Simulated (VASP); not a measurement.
Wanted: the native input for a VASP 6.6.1 run.

| Item | Value |
| --- | --- |
| Task | single point |
| Functional | PBE |
| Dispersion | D3(BJ) |
| Potentials or basis | VASP PAW PBE potentials, release 64 (Al, As) |
| Cutoff | 500 eV |
| k mesh | 8 × 8 × 8 |
| Occupations | gaussian, width 0.05 eV |
| Spin | no spin polarisation |
| Dipole correction | no |
| Further INCAR settings | ALGO = Normal; EDIFF = 1e-06; NBANDS = 11 |

The structure of AlAs lies in POSCAR:

```
AlAs
1.0
    0.0000000000      2.8529387634      2.8529387634
    2.8529387634      0.0000000000      2.8529387634
    2.8529387634      2.8529387634      0.0000000000
Al As
1 1
Direct
    0.0000000000      0.0000000000      0.0000000000
    0.7500000000      0.7500000000      0.7500000000
```

One way to write it, as run:

INCAR

```
SYSTEM = AlAs
PREC = Accurate
ENCUT = 500
EDIFF = 1E-6
ISMEAR = 0
SIGMA = 0.05
LREAL = .False.
LASPH = .True.
NELM = 120
ALGO = Normal
ISIF = 2
LWAVE = .False.
LCHARG = .False.
GGA = PE
IVDW = 12
NBANDS = 11
GGA_COMPAT = .False.
```

KPOINTS

```
Automatic mesh
0
Gamma
  8 8 8
  0 0 0
```

Potentials or basis: VASP PAW PBE potentials, release 64 (Al, As).

Launch:

```sh
$ cat potpaw_PBE.64/Al/POTCAR potpaw_PBE.64/As/POTCAR > POTCAR
$ mpirun -np 1 vasp_std > vasp.out
```

It gave:

The pressure is -1.3 GPa. The band gap on the k mesh is 1.48 eV (least direct gap 1.87 eV) and the dispersion energy per atom is -0.309 eV.

Caveat: three body term missing.

It took 14 s on 1 thread of Intel(R) Xeon(R) 6975P-C (Granite Rapids), on a shared host, peak memory 0.18 GiB.
